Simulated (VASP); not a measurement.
Mg2GeN, 4 atoms in the cell. The structure is orthorhombic, space group Immm (No. 71). The conventional cell has a = 3.412 Å, b = 4.832 Å, c = 7.932 Å, α = 90.00°, β = 90.00°, γ = 90.00°. Mg (site symmetry mm2) has 1 Ge at 2.42 Å and 4 N at 2.87 to 2.96 Å and 5 Mg at 3.08 to 3.10 Å within 3.2 Å. Ge (site symmetry mmm) has 2 N at 1.71 Å within 2.3 Å. Within 2.3 Å of N (site symmetry mmm) lie 2 Ge at 1.71 Å. The cell was built from a structure type or drawn by symmetry, and may not be a known phase.

* Program: VASP 6.6.1
* Task: single point
* Functional: PBE
* Potentials or basis: VASP PAW PBE potentials, release 64 (Mg, Ge_d, N)
* Cutoff: 520 eV
* k mesh: 6 × 6 × 6
* Occupations: gaussian, width 0.1 eV
* Spin: no spin polarisation
* Dipole correction: no
* Further INCAR settings: ALGO = Normal; EDIFF = 1e-06; NBANDS = 20

Potentials or basis: VASP PAW PBE potentials, release 64 (Mg, Ge_d, N).

The run is started by

```bash
$ cat potpaw_PBE.64/Mg/POTCAR potpaw_PBE.64/Ge_d/POTCAR potpaw_PBE.64/N/POTCAR > POTCAR
$ mpirun -np 1 vasp_std > vasp.out
```

Hardware: 1 thread of AMD EPYC 7R13 Processor (Zen 3), on a shared host.

Problem. Estimate the wall time of this run.

Solution. It took 60 s on 1 thread of AMD EPYC 7R13 Processor (Zen 3) (shared host), peak memory 0.24 GiB. Counts: scf iterations 13, k points 46.
